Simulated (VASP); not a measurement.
Input of a VASP 6.6.1 run:

File INCAR:

```
  PREC = Accurate
  ENCUT = 520
  EDIFF = 1E-6
  ISMEAR = 0
  SIGMA = 0.1
  LREAL = F
  LASPH = T
  NELM = 80
  ALGO = Normal
  ISIF = 2
  LWAVE = F
  LCHARG = F
  GGA = PE
  NBANDS = 24
```

The input KPOINTS:

```
regular mesh
0
Gamma
  4 4 4
```

The input POSCAR:

```
SiTe4H
1.0
    6.2195625300      0.0000000000      0.0000000000
    0.0000000000      6.2195625300      0.0000000000
    0.0000000000      0.0000000000      4.9139236500
Si Te H
1 4 1
Direct
    0.0000000000      0.0000000000      0.0000000000
    0.2165332200      0.5000000000      0.5000000000
    0.7834667800      0.5000000000      0.5000000000
    0.5000000000      0.7834667800      0.5000000000
    0.5000000000      0.2165332200      0.5000000000
    0.5000000000      0.5000000000      0.5000000000
```

Potentials or basis: VASP PAW PBE potentials, release 64 (Si, Te, H).

Launch:

```console
$ cat potpaw_PBE.64/Si/POTCAR potpaw_PBE.64/Te/POTCAR potpaw_PBE.64/H/POTCAR > POTCAR
$ mpirun -np 1 vasp_std > vasp.out
```

(1) Predict the largest force.

(2) Predict the pressure.

Results:

(1) 7.761 eV/Å.

(2) 23.3 GPa.

Caveat: forces of over 1 eV/Å act on the atoms, so gaps and moduli don't describe the material at rest.
